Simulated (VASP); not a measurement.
# Li (Cmmm) in VASP: notebook

The runs below take Li through single point, with PBE.

Program: VASP 6.6.1. These are calculated values, not measurements. Logs are shortened: lines on timing, memory, paths and dates and some standing lists are left out, and cuts for length are marked.

## (1) The cell of the first run

The typed cell holds 8 atoms: a = 5.420 Å, b = 5.871 Å, c = 5.871 Å, α = 119.95°, β = 90.00°, γ = 90.00°.

This isn't the form of Li at room conditions, which is bcc.

## (2) Single point, PBE

INCAR

```
SYSTEM = Li
ALGO     = Fast           ! electronic algorithm
EDIFF    = 1E-6           ! SCF threshold, eV
ENCUT    = 520            ! plane-wave cutoff, eV
GGA      = PE             ! functional
ISIF     = 2              ! what is computed and relaxed
ISMEAR   = 0              ! smearing method
LASPH    = .TRUE.         ! aspherical terms in the spheres
LCHARG   = .TRUE.         ! write CHGCAR
LELF     = .TRUE.         ! ELF
LREAL    = .FALSE.        ! projectors in reciprocal space
LVHAR    = .TRUE.       
LWAVE    = .FALSE.        ! write WAVECAR
NBANDS   = 22             ! bands
NELM     = 100            ! most SCF steps
PREC     = Accurate       ! precision mode
SIGMA    = 0.2            ! smearing width, eV
```

KPOINTS

```
k-points
0
G
  4 4 4
  0 0 0
```

POSCAR

```
Li
1.0
    0.0000000000      0.0000000000      5.4199538993
    2.9375681053     -5.0829839860      0.0000000000
    2.9375681053      5.0829839860      0.0000000000
Li
8
Direct
    0.0000000000      0.0000000000      0.0000000000
    0.5000000000      0.0000000000      0.0000000000
    0.0000000000      1.0000000000      0.5000000000
    0.5000000000      1.0000000000      0.5000000000
    0.0000000000      0.5000000000      1.0000000000
    0.5000000000      0.5000000000      1.0000000000
    0.0000000000      0.5000000000      0.5000000000
    0.5000000000      0.5000000000      0.5000000000
```

Potentials or basis: VASP PAW PBE potentials, release 64 (Li_sv).

Command:

```sh
> cat potpaw_PBE.64/Li_sv/POTCAR > POTCAR
> mpirun -np 1 vasp_std > vasp.out
```

OUTCAR:

```text
SYSTEM = Li
   EDIFF = 1E-6
   ENCUT = 520
   GGA = PE
   ISIF = 2
   ISMEAR = 0
   LASPH = .TRUE.
   LREAL = .FALSE.
   NELM = 100
   PREC = Accurate

 ion  position               nearest neighbor table
   1  0.000  0.000  0.000-
   2  0.500  0.000  0.000-
   3  0.000  0.000  0.500-
   4  0.500  0.000  0.500-
   5  0.000  0.500  0.000-
   6  0.500  0.500  0.000-
   7  0.000  0.500  0.500-
   8  0.500  0.500  0.500-

  LATTYP: Found a base centered orthorhombic cell.
 ALAT       =     5.8751362106
 B/A-ratio  =     1.7303374097
 C/A-ratio  =     0.9225239560

  Lattice vectors:

 A1 = (   2.9375681053,  -5.0829839860,   0.0000000000)
 A2 = (   2.9375681053,   5.0829839860,   0.0000000000)
 A3 = (   0.0000000000,   0.0000000000,   5.4199538993)

Analysis of symmetry for initial positions (statically):
=====================================================================
 Subroutine PRICEL returns following result:

  LATTYP: Found a base centered orthorhombic cell.
 ALAT       =     2.9375681053
 B/A-ratio  =     1.7303374097
 C/A-ratio  =     0.9225239560

  Lattice vectors:

 A1 = (   1.4687840527,  -2.5414919930,   0.0000000000)
 A2 = (   1.4687840527,   2.5414919930,   0.0000000000)
 A3 = (   0.0000000000,   0.0000000000,   2.7099769497)

   8 primitive cells build up your supercell.

 Routine SETGRP: Setting up the symmetry group for a
 base centered orthorhombic supercell.

 Subroutine GETGRP returns: Found  8 space group operations
 (whereof  8 operations were pure point group operations)
 out of a pool of  8 trial point group operations.

The static configuration has the point symmetry D_2h.

Analysis of symmetry for dynamics (positions and initial velocities):
=====================================================================
 Subroutine PRICEL returns following result:

  LATTYP: Found a base centered orthorhombic cell.
 ALAT       =     2.9375681053
 B/A-ratio  =     1.7303374097
 C/A-ratio  =     0.9225239560

  Lattice vectors:

 A1 = (   1.4687840527,  -2.5414919930,   0.0000000000)
 A2 = (   1.4687840527,   2.5414919930,   0.0000000000)
 A3 = (   0.0000000000,   0.0000000000,   2.7099769497)

   8 primitive cells build up your supercell.

 Routine SETGRP: Setting up the symmetry group for a
 base centered orthorhombic supercell.

 Subroutine GETGRP returns: Found  8 space group operations
 (whereof  8 operations were pure point group operations)
 out of a pool of  8 trial point group operations.

The dynamic configuration has the point symmetry D_2h.

 Subroutine INISYM returns: Found  8 space group operations
 (whereof  8 operations are pure point group operations),
 and found     8 'primitive' translations

----------------------------------------------------------------------------------------

                                     Primitive cell

  volume of cell :      20.2322

  direct lattice vectors                    reciprocal lattice vectors
     1.468784053 -2.541491993  0.000000000     0.340417639 -0.196734832  0.000000000
     1.468784053  2.541491993  0.000000000     0.340417639  0.196734832  0.000000000
     0.000000000  0.000000000  2.709976950     0.000000000  0.000000000  0.369006829

  length of vectors
     2.935388925  2.935388925  2.709976950     0.393177776  0.393177776  0.369006829

  position of ions in fractional coordinates (direct lattice)
     0.000000000  0.000000000  0.000000000

  ion indices of the primitive-cell ions
   primitive index   ion index
                 1           1

----------------------------------------------------------------------------------------

 KPOINTS: k-points

Automatic generation of k-mesh.
 Grid dimensions read from file:
 generate k-points for:    4    4    4

 Generating k-lattice:

  Cartesian coordinates                     Fractional coordinates (reciprocal lattice)
     0.000000000  0.000000000  0.046125854     0.250000000  0.000000000  0.000000000
     0.042552205 -0.024591854  0.000000000     0.000000000  0.250000000  0.000000000
     0.042552205  0.024591854  0.000000000     0.000000000  0.000000000  0.250000000

  Length of vectors
     0.046125854  0.049147222  0.049147222

  Shift w.r.t. Gamma in fractional coordinates (k-lattice)
     0.000000000  0.000000000  0.000000000

 Subroutine IBZKPT returns following result:
 ===========================================

 Found     21 irreducible k-points:

 Following reciprocal coordinates:
            Coordinates               Weight
  0.000000  0.000000  0.000000      1.000000
  0.250000  0.000000  0.000000      2.000000
  0.500000  0.000000  0.000000      1.000000
  0.000000  0.250000 -0.000000      4.000000
  0.250000  0.250000 -0.000000      8.000000
  0.500000  0.250000 -0.000000      4.000000
[... 13 lines left out ...]
  0.250000  0.500000  0.500000      2.000000
  0.500000  0.500000  0.500000      1.000000
   k-points           NKPTS =     21   k-points in BZ     NKDIM =     21   number of bands    NBANDS=     22
   number of dos      NEDOS =    301   number of ions     NIONS =      8
   total plane-waves  NPLWV =  92160
   dimension x,y,z NGX =    40 NGY =   48 NGZ =   48
   dimension x,y,z NGXF=    80 NGYF=   96 NGZF=   96
   ions per type =               8
   NGX,Y,Z   is equivalent  to a cutoff of  12.27, 13.59, 13.59 a.u.
   NGXF,Y,Z  is equivalent  to a cutoff of  24.54, 27.18, 27.18 a.u.
 SYSTEM =  Li
   PREC   = accura    normal or accurate (medium, high low for compatibility)
   ISTART =      0    job   : 0-new  1-cont  2-samecut
   ICHARG =      2    charge: 1-file 2-atom 10-const
   ISPIN  =      1    spin polarized calculation?
   LNONCOLLINEAR =      F non collinear calculations
   LSORBIT =      F    spin-orbit coupling
   LASPH  =      T    aspherical Exc in radial PAW
   ENCUT  =  520.0 eV  38.22 Ry    6.18 a.u.  10.08 10.92 10.92*2*pi/ulx,y,z
   NELM   =    100;   NELMIN=  2; NELMDL= -5     # of ELM steps
   EDIFF  = 0.1E-05   stopping-criterion for ELM
   LREAL  =      F    real-space projection
   EDIFFG = 0.1E-04   stopping-criterion for IOM
   NSW    =      0    number of steps for IOM
   IBRION =     -1    ionic relax: 0-MD 1-quasi-New 2-CG
   NFREE  =      0    steps in history (QN), initial steepest desc. (CG)
   ISIF   =      2    stress and relaxation
   ISYM   =      2    0-nonsym 1-usesym 2-fastsym
   POTIM  = 0.5000    time-step for ionic-motion
   TEBEG  =    0.0;   TEEND  =   0.0 temperature during run
   PSTRESS=    0.0 pullay stress
   NELECT =      24.0000    total number of electrons
   NUPDOWN=      -1.0000    fix difference up-down
   EMIN   =  10.00;   EMAX   =-10.00  energy-range for DOS
   EFERMI =   0.00;   METHOD = LEGACY
   ISMEAR =     0;   SIGMA  =   0.20  broadening in eV -4-tet -1-fermi 0-gaus
   EFERMI_NEDOS =   21; number of points for ismear=-14 and -15
   IALGO  =     68    algorithm
   IMIX   =      4    mixing-type and parameters
     AMIX     =   0.40;   BMIX     =  1.00
     AMIX_MAG =   1.60;   BMIX_MAG =  1.00
  volume/ion in A,a.u.               =      20.23       136.53
  Fermi-wavevector in a.u.,A,eV,Ry     =   0.866499  1.637445 10.215522  0.750820
  Thomas-Fermi vector in A             =   1.984896
   LORBIT       =      0    0 simple, 1 ext, 2 COOP (PROOUT), +10 PAW based schemes
   GGA     = PE    functional components
   LHFCALC =     F    Hartree Fock is set to
   AEXX    =    0.0000 exact exchange contribution
   IVDW    =     0    specifies the selected vdW correction
   LEPSILON=     F    determine dielectric tensor
   LRPA    =     F    only Hartree local field effects (RPA)
 non-spin polarized calculation
 RMM-DIIS sequential band-by-band and
 Gauss-broadening in eV      SIGMA  =   0.20
  energy-cutoff  :      520.00
  volume of cell :      161.86
 maximum number of plane-waves:      4384
   NGX = 21   NGY = 21   NGZ = 21

 number of electron      24.0000040 magnetization

 Free energy of the ion-electron system (eV)
  ---------------------------------------------------
  ext. energy  EPLUGINS =         0.00000000
  ---------------------------------------------------
  free energy    TOTEN  =       -14.73148129 eV

  energy without entropy =      -14.62698348  energy(sigma->0) =      -14.67923238

 E-fermi :   0.5262     XC(G=0):  -7.0473

 val. band max:        0.5205362034   @ k =   0.2500   0.5000  -0.0000
 cond. band min:       0.6142995688   @ k =   0.2500  -0.2500   0.2500
 fundamental gap:      0.0937633654
 Fermi energy:         0.5262037481

 k-point     1 :       0.0000    0.0000    0.0000
  band No.  band energies     occupation
      1     -46.0529      2.00000
      2     -46.0332      2.00000
      3     -46.0332      2.00000
      4     -46.0331      2.00000
      5     -46.0300      2.00000
      6     -46.0120      2.00000
[... 14 lines left out ...]
     21       4.6277      0.00000
     22       4.6283      0.00000

 k-point     2 :       0.2500    0.0000    0.0000
  band No.  band energies     occupation
      1     -46.0497      2.00000
      2     -46.0334      2.00000
      3     -46.0301      2.00000
      4     -46.0301      2.00000
      5     -46.0300      2.00000
      6     -46.0152      2.00000
[... 14 lines left out ...]
     21       4.3948      0.00000
     22       4.4013      0.00000

 k-point     3 :       0.5000    0.0000    0.0000
  band No.  band energies     occupation
      1     -46.0415      2.00000
      2     -46.0415      2.00000
      3     -46.0226      2.00000
      4     -46.0226      2.00000
      5     -46.0226      2.00000
      6     -46.0226      2.00000
[... 14 lines left out ...]
     21       3.9329      0.00000
     22       3.9329      0.00000
[... 401 lines left out ...]
 k-point    20 :       0.2500    0.5000    0.5000
  band No.  band energies     occupation
      1     -46.0398      2.00000
      2     -46.0398      2.00000
      3     -46.0302      2.00000
      4     -46.0302      2.00000
      5     -46.0242      2.00000
      6     -46.0242      2.00000
[... 14 lines left out ...]
     21       5.8511      0.00000
     22       5.8521      0.00000

 k-point    21 :       0.5000    0.5000    0.5000
  band No.  band energies     occupation
      1     -46.0320      2.00000
      2     -46.0320      2.00000
      3     -46.0320      2.00000
      4     -46.0320      2.00000
      5     -46.0227      2.00000
      6     -46.0227      2.00000
[... 14 lines left out ...]
     21       6.6869      0.00000
     22       6.7085      0.00000

------------------------ aborting loop because EDIFF is reached ----------------------------------------

  FORCE on cell =-STRESS in cart. coord.  units (eV):
  Direction    XX          YY          ZZ          XY          YZ          ZX
  --------------------------------------------------------------------------------------
  -------------------------------------------------------------------------------------
  Total       -0.1334790     -0.1284597      0.2575457     -0.0000000      0.0000000      0.0000000
  in kB       -1.3212689     -1.2715846      2.5493681     -0.0000000      0.0000000      0.0000000
  external PRESSURE =      -0.0144951 kB  Pullay stress =       0.0000000 kB

 VOLUME and BASIS-vectors are now :
 -----------------------------------------------------------------------------
  energy-cutoff  :      520.00
  volume of cell :      161.86
      direct lattice vectors                 reciprocal lattice vectors
     0.000000000  0.000000000  5.419953899     0.000000000  0.000000000  0.184503414
     2.937568105 -5.082983986  0.000000000     0.170208820 -0.098367416  0.000000000
     2.937568105  5.082983986  0.000000000     0.170208820  0.098367416  0.000000000

 POSITION                                       TOTAL-FORCE (eV/Angst)
 -----------------------------------------------------------------------------------
      0.00000      0.00000      0.00000        -0.000000     -0.000000      0.000000
      0.00000      0.00000      2.70998        -0.000000     -0.000000      0.000000
      1.46878      2.54149      0.00000         0.000000      0.000000      0.000000
      1.46878      2.54149      2.70998         0.000000     -0.000000     -0.000000
      1.46878     -2.54149      0.00000         0.000000      0.000000      0.000000
      1.46878     -2.54149      2.70998         0.000000      0.000000      0.000000
      2.93757      0.00000      0.00000         0.000000      0.000000     -0.000000
      2.93757      0.00000      2.70998        -0.000000      0.000000     -0.000000
 -----------------------------------------------------------------------------------
    total drift:                                0.000000     -0.000000      0.000000

  FREE ENERGIE OF THE ION-ELECTRON SYSTEM (eV)
  ---------------------------------------------------
  free  energy   TOTEN  =       -14.7314812866 eV

  energy  without entropy=      -14.6269834793  energy(sigma->0) =      -14.67923238
```

Run time: 2.9 min. Hardware: 1 thread of AMD EPYC 7R13, shared host; peak memory 0.28 GiB.

Results:

| Property | Result |
| --- | --- |
| Free energy | -14.7315 eV |
| Band gap on the k mesh | zero (bands 12 and 13 overlap by 1.66 eV) |

Levels at points of the mesh, in eV from the Fermi level:
```tsv
k point	band 10	band 11	band 12	band 13	band 14	band 15
(0.00, 0.00, 0.00)	-0.57	-0.10	-0.10	-0.10	2.15	2.86
(0.50, 0.00, 0.00)	-2.50	1.12	1.12	1.12	1.12	1.12
(0.00, 0.50, 0.00)	-2.38	-0.29	-0.29	0.83	0.83	2.75
(0.50, 0.50, 0.00)	-1.38	-1.38	-1.38	0.82	0.82	0.82
(0.00, 0.50, 0.50)	-2.37	-0.29	-0.29	0.83	0.83	2.75
(0.50, 0.50, 0.50)	-1.37	-1.37	-1.37	0.81	0.81	0.81
```

Caveat: the cutoff is under 1.25 times the usual one of these potentials, so pressure, stress and relaxed cells hold a basis-set (Pulay) error.

## (3) Single point, PBE

This run uses another cell than the first one: it holds 1 atom, not 8.

INCAR

```
PREC = Accurate ; ENCUT = 520
EDIFF = 1E-6 ; ISMEAR = 0
SIGMA = 0.1 ; LREAL = False
LASPH = True ; NELM = 100
ALGO = Fast ; ISIF = 2
LWAVE = False ; LCHARG = False
GGA = PE ; NBANDS = 8
```

KPOINTS

```
regular mesh
0
Gamma
  20 20 20
```

POSCAR

```
Li
1.0
    1.4687840526     -2.5414919930      0.0000000000
    1.4687840526      2.5414919930      0.0000000000
    0.0000000000      0.0000000000      2.7099769497
Li
1
Direct
    0.0000000000      0.0000000000      0.0000000000
```

Potentials or basis: VASP PAW PBE potentials, release 64 (Li_sv).

Command:

```sh
> cat potpaw_PBE.64/Li_sv/POTCAR > POTCAR
> mpirun -np 1 vasp_std > vasp.out
```

Wall time 2.5 min (1 thread of AMD EPYC 7R13, shared host); peak memory 0.26 GiB.

It converged, with:

| Quantity | Value |
| --- | --- |
| Free energy | -1.8414 eV |
| Band gap on the k mesh | zero (an odd number of electrons rules out a gap without spin polarisation) |

Levels at points of the mesh, in eV from the Fermi level:
```csv
k point,band 1,band 2,band 3,band 4,band 5
"(0.00, 0.00, 0.00)",-46.65,-3.50,12.31,13.52,13.54
"(0.50, 0.00, 0.00)",-46.63,-0.17,2.80,9.62,13.42
"(0.50, 0.50, 0.00)",-46.63,-0.16,2.81,9.60,13.40
"(0.00, 0.00, 0.50)",-46.62,-0.63,2.08,16.18,16.19
"(0.50, 0.00, 0.50)",-46.60,3.75,4.04,6.36,8.88
"(0.50, 0.50, 0.50)",-46.60,3.76,4.05,6.37,8.88
```

Caveat: the cutoff is under 1.25 times the usual one of these potentials, so pressure, stress and relaxed cells hold a basis-set (Pulay) error.

The gap in the log of VASP goes by the Fermi energy; the results here count the filled bands.